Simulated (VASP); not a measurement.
Wanted: the native input for a VASP 6.6.1 run.

```yaml
Task: single point
Functional: PBE
Potentials_or_basis: VASP PAW PBE potentials, release 64 (Sb)
Cutoff: 520 eV
k_mesh: 7 × 8 × 8
Occupations: fermi-dirac, width 0.1 eV
Spin: no spin polarisation
Dipole_correction: no
Further_INCAR_settings: ALGO = Normal; EDIFF = 1e-06; NBANDS = 8
```

The structure of Sb lies in POSCAR:

```
Sb
1.0
   -1.7637100000      1.8201500000      1.9175700000
    1.6875000000     -1.7386600000      1.7598800000
    1.7753000000      1.7502500000     -1.8360800000
Sb
1
Direct
    0.0000000000      0.0000000000      0.0000000000
```

These files were run (other wordings do the same):

INCAR

```
  PREC = Accurate
  ENCUT = 520
  EDIFF = 1E-6
  ISMEAR = -1
  SIGMA = 0.1
  LREAL = F
  LASPH = T
  NELM = 60
  ALGO = Normal
  ISIF = 2
  LWAVE = F
  LCHARG = F
  GGA = PE
  NBANDS = 8
```

KPOINTS

```
Automatic mesh
0
Gamma
  7 8 8
```

Potentials or basis: VASP PAW PBE potentials, release 64 (Sb).

Command:

```sh
$ cat potpaw_PBE.64/Sb/POTCAR > POTCAR
$ mpirun -np 1 vasp_std > vasp.out
```

Results of the run:

- Pressure: 16.7 GPa

It took 27 s on 1 thread of Intel Xeon 8259CL (shared host), peak memory 0.17 GiB.
